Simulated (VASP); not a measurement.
A run of VASP 6.6.1:

Contents of INCAR:

```
SYSTEM = Sb
PREC = Accurate ; ENCUT = 520
EDIFF = 1E-6 ; ISMEAR = 0
SIGMA = 0.1 ; LREAL = .FALSE.
LASPH = .TRUE. ; NELM = 100
ALGO = Normal ; ISIF = 2
LWAVE = .FALSE. ; LCHARG = .FALSE.
GGA = PS ; NBANDS = 8
```

File KPOINTS:

```
regular mesh
0
G
  14 14 14
  0 0 0
```

POSCAR

```
Sb
1.0
    3.0617437791      0.0000000000      0.0000000000
    0.0000000000      3.0617437791      0.0000000000
    0.0000000000      0.0000000000      3.0617437791
Sb
1
Direct
    0.0000000000      0.0000000000      0.0000000000
```

Potentials or basis: VASP PAW PBE potentials, release 64 (Sb).

Command:

```console
$ cat potpaw_PBE.64/Sb/POTCAR > POTCAR
$ mpirun -np 1 vasp_std > vasp.out
```

Hardware: 1 thread of Intel(R) Xeon(R) 6975P-C (Granite Rapids), with other jobs on the host.

Question: Estimate the wall time of this run.

Answer: Wall time 5.2 s on 1 thread of Intel(R) Xeon(R) 6975P-C (Granite Rapids) (shared host), peak memory 0.14 GiB. Counts: scf iterations 9, k points 120.
